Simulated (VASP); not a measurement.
Here is a VASP 6.6.1 calculation.

The input INCAR:

```
  PREC = Accurate
  ENCUT = 520
  EDIFF = 1E-6
  ISMEAR = 0
  SIGMA = 0.15
  LREAL = False
  LASPH = True
  NELM = 100
  ALGO = Fast
  ISIF = 2
  LWAVE = False
  LCHARG = False
  GGA = PS
  NBANDS = 12
```

The input KPOINTS:

```
regular mesh
0
Gamma
  20 20 20
```

POSCAR

```
Au
1.0
   -1.5246874800      1.5246874800      1.5246874800
    1.5246874800     -1.5246874800      1.5246874800
    1.5246874800      1.5246874800     -1.5246874800
Au
1
Direct
    0.0000000000      0.0000000000      0.0000000000
```

Potentials or basis: VASP PAW PBE potentials, release 64 (Au).

The run is started by

```console
$ cat potpaw_PBE.64/Au/POTCAR > POTCAR
$ mpirun -np 1 vasp_std > vasp.out
```

Task: Predict the pressure.

Result: 53.6 GPa.

Caveat: the cell differs from its parent crystal (strain -0.080 along x and y, -0.080 along z); the PAW data sets were made with another functional, which shifts forces and pressure a little.
